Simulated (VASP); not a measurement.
Here is a VASP 6.6.1 calculation.

INCAR

```
PREC     = Accurate       # precision mode
ENCUT    = 520            # plane-wave cutoff, eV
EDIFF    = 1E-7           # SCF threshold, eV
ISMEAR   = -1             # smearing method
SIGMA    = 0.1            # smearing width, eV
LREAL    = False          # projectors in reciprocal space
LASPH    = True           # aspherical terms in the spheres
NELM     = 60             # most SCF steps
ALGO     = Normal         # electronic algorithm
ISIF     = 2              # what is computed and relaxed
LWAVE    = False          # write WAVECAR
LCHARG   = True           # write CHGCAR
LELF     = True           # ELF
LVHAR    = True         
NBANDS   = 16             # bands
```

KPOINTS

```
regular mesh
0
Gamma
  8 8 5
```

POSCAR

```
Cs
1.0
    5.1383702876      0.0000000000      0.0000000000
   -2.5691851438      4.4499592032      0.0000000000
    0.0000000000      0.0000000000      8.4112154216
Cs
2
Direct
    0.3333333333      0.6666666667      0.2500000000
    0.6666666667      0.3333333333      0.7500000000
```

Potentials or basis: VASP PAW LDA potentials, release 64 (Cs_sv).

Run with:

```bash
$ cat potpaw_LDA.64/Cs_sv/POTCAR > POTCAR
$ mpirun -np 1 vasp_std > vasp.out
```

(1) Estimate the pressure.

(2) Predict the band gap on the k mesh.

## Answers

(1) 0.0 GPa.

(2) zero (bands 9 and 10 overlap by 1.39 eV).

Caveat: spin-orbit coupling is left out, which moves the levels of the heavy elements.
